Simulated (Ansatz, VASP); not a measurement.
## One calculation of K2Be, two programs

```xyz
3
Lattice="-2.0609 2.0609 7.8221 2.0609 -2.0609 7.8221 2.0609 2.0609 -7.8221" Properties=species:S:1:pos:R:3 pbc="T T T"
K     0.0000    0.0000    9.7921
K     0.0000    0.0000    5.8520
Be    0.0000    0.0000    0.0000
```

Alike in both runs: functional PBE; k mesh 16 × 16 × 16; occupations gaussian, width 0.1 eV; no spin polarisation.

Ansatz relaxed the structure, and its values are those at the end. VASP's run is a single point on that final structure, the one shown.

|  | VASP | Ansatz |
| --- | --- | --- |
| version | VASP 6.6.1 | Ansatz 0.2.0 |
| potentials or method | VASP PAW PBE potentials, release 64 (K_sv, Be), cutoff 520 eV | scalar-relativistic, plane waves, PAW |
| valence electrons in the cell | 20 | 20 |

|  | VASP | Ansatz | Ansatz less VASP |
| --- | --- | --- | --- |
| gap on the k mesh at the Fermi level (eV) | none | none | - |
| pressure (GPa) | 0.0 | 0.0 | 0.00 |

A gap of «none» marks a metal or a gap that the smearing closes. With one functional, cell and mesh, what is left measures potentials, basis and numerics.
